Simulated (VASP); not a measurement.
Pt2S: single point with PBE

Pt2S:

```xyz
3
Lattice="-1.5153 1.5153 4.9881 1.5153 -1.5153 4.9881 1.5153 1.5153 -4.9881" Properties=species:S:1:pos:R:3 pbc="T T T"
Pt    0.0000    0.0000    6.5270
Pt    0.0000    0.0000    3.4492
S     0.0000    0.0000    0.0000
```

```json
{"Program": "VASP 6.6.1", "Task": "single point", "Functional": "PBE", "Potentials or basis": "VASP PAW PBE potentials, release 64 (Pt, S)", "Cutoff": "520 eV", "k mesh": "8 × 8 × 8", "Occupations": "gaussian, width 0.1 eV", "Spin": "no spin polarisation", "Dipole correction": "no", "Further INCAR settings": "ALGO = Normal; EDIFF = 1e-06; NBANDS = 20"}
```

```json
{
 "Pressure": "-0.4 GPa",
 "Largest force": "0.006 eV/Å",
 "Band gap on the k mesh": "zero (bands 13 and 14 overlap by 1.58 eV)"
}
```

Forces in eV/Å, atoms in the order of the input:
```
Pt   0.000  0.000  0.006
Pt   0.000  0.000 -0.006
S    0.000  0.000  0.000
```

Levels at points of the mesh, in eV from the Fermi level:
| k point | band 11 | band 12 | band 13 | band 14 | band 15 | band 16 |
| --- | --- | --- | --- | --- | --- | --- |
| (0.00, 0.00, 0.00) | -2.08 | -1.80 | -1.03 | 1.46 | 1.46 | 5.62 |
| (0.50, 0.00, 0.00) | -1.68 | -0.94 | -0.49 | 1.17 | 1.48 | 4.33 |
| (0.50, 0.50, 0.00) | -0.49 | -0.45 | 1.13 | 1.33 | 1.90 | 2.06 |
| (0.50, 0.50, 0.50) | -1.19 | -1.17 | -0.38 | -0.26 | -0.26 | 2.36 |

Run time: 44 s on 1 thread of Intel(R) Xeon(R) 6975P-C (Granite Rapids), on a shared host, peak memory 0.25 GiB.

Caveat: spin-orbit coupling is left out, which moves the levels of the heavy elements.
